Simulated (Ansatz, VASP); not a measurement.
**One calculation of SiO2, two programs**

The input INCAR:

```
SYSTEM = SiO2
ALGO = Normal
EDIFF = 1E-6
ENCUT = 520
ISIF = 2
ISMEAR = 0
LASPH = .TRUE.
LCHARG = .FALSE.
LREAL = .FALSE.
LWAVE = .FALSE.
NBANDS = 25
NELM = 100
PREC = Accurate
SIGMA = 0.05
```

File KPOINTS:

```
k-points
0
G
  6 6 10
  0 0 0
```

The input POSCAR:

```
SiO2
1.0
    4.1403435376      0.0000000000      0.0000000000
    0.0000000000      4.1403435376      0.0000000000
    0.0000000000      0.0000000000      2.8518686287
Si O
2 4
Direct
    0.5000000000      0.5000000000      0.5000000000
    0.0000000000      0.0000000000      0.0000000000
    0.6944252994      0.6944252994      0.0000000000
    0.1944252994      0.8055747006      0.5000000000
    0.3055747006      0.3055747006      0.0000000000
    0.8055747006      0.1944252994      0.5000000000
```

Input for Ansatz:

```yaml
crystal:
  lattice:
    - [4.1403435376, 0.0, 0.0]
    - [0.0, 4.1403435376, 0.0]
    - [0.0, 0.0, 2.8518686287]
  atoms:
    - { symbol: Si, position: [0.5, 0.5, 0.5] }
    - { symbol: Si, position: [0.0, 0.0, 0.0] }
    - { symbol: O, position: [0.6944252994, 0.6944252994, 0.0] }
    - { symbol: O, position: [0.1944252994, 0.8055747006, 0.5] }
    - { symbol: O, position: [0.3055747006, 0.3055747006, 0.0] }
    - { symbol: O, position: [0.8055747006, 0.1944252994, 0.5] }
basis:
  ecutwfc: 520.0
kpoints:
  mp_grid: { grid: [6, 6, 10] }
hamiltonian:
  xc: lda
  pseudopotentials: { kind: paw, azcp: { folder: soft_1 } }
scf:
  occupations: { method: gaussian, width: 0.05 }
output:
  forces: true
  stress: true
  eigenvalues: true
```

Alike in both runs: task single point; functional LDA; k mesh 6 × 6 × 10; occupations gaussian, width 0.05 eV; no spin polarisation.

|  | VASP | Ansatz |
| --- | --- | --- |
| version | VASP 6.6.1 | Ansatz 0.2.0 |
| potentials or method | VASP PAW LDA potentials, release 64 (Si, O), cutoff 520 eV | scalar-relativistic, plane waves, PAW |
| valence electrons in the cell | 32 | 32 |

VASP gave:

- gap on the k mesh at the Fermi level (eV): 4.44
- least direct gap on the mesh (eV): 4.44
- pressure (GPa): -19.3
- traceless stress, the component that is largest in VASP (GPa): -20.42
- rms of the force components (eV/Å): 0.080

**Question.** What did Ansatz give for the same quantities?

**Answer.** gap on the k mesh at the Fermi level (eV): 4.44; least direct gap on the mesh (eV): 4.44; pressure (GPa): -20.2; traceless stress, the component that is largest in VASP (GPa): -20.69; rms of the force components (eV/Å): 0.078.

Ansatz warns that its potentials were made for another functional, while VASP's fit it. LDA's correlation is that of Perdew and Zunger in VASP and of Perdew and Wang (1992) in Ansatz. Atom by atom the forces differ by 0.002 eV/Å (rms over components).
